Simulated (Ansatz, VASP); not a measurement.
## Two plane-wave programs on Co

```
Co
1.0
     2.49225    0.00000    0.00000
    -1.24612    2.15835    0.00000
     0.00000    0.00000    4.03339
Co
2
Direct
  0.33333 0.66667 0.25000
  0.66667 0.33333 0.75000
```

Alike in both runs: functional PBE; k mesh 18 × 18 × 10; occupations gaussian, width 0.1 eV; collinear spin.

Ansatz relaxed the structure, and its values are those at the end. VASP's run is a single point on that final structure, the one shown.

|  | VASP | Ansatz |
| --- | --- | --- |
| version | VASP 6.6.1 | Ansatz 0.2.0 |
| potentials or method | VASP PAW PBE potentials, release 64 (Co), cutoff 520 eV | scalar-relativistic, plane waves, PAW |
| valence electrons in the cell | 18 | 34 |

VASP gave:

```
gap on the k mesh at the Fermi level (eV)                     : none
pressure (GPa)                                                : -0.7
net moment per atom (μB)                                      : 1.59
size of the moment on the site where the two differ most (μB) : 1.61
```

**Question.** Estimate Ansatz's values.

**Answer.** gap on the k mesh at the Fermi level (eV): none; pressure (GPa): 0.0; net moment per atom (μB): 1.60; size of the moment on the site where the two differ most (μB): 1.68.

Site moments also hang on the region over which each program counts them. A gap of «none» marks a metal or a gap that the smearing closes. VASP's potentials hold 18 valence electrons a cell and Ansatz's 34, so a difference there can come from the potentials and not from the codes.
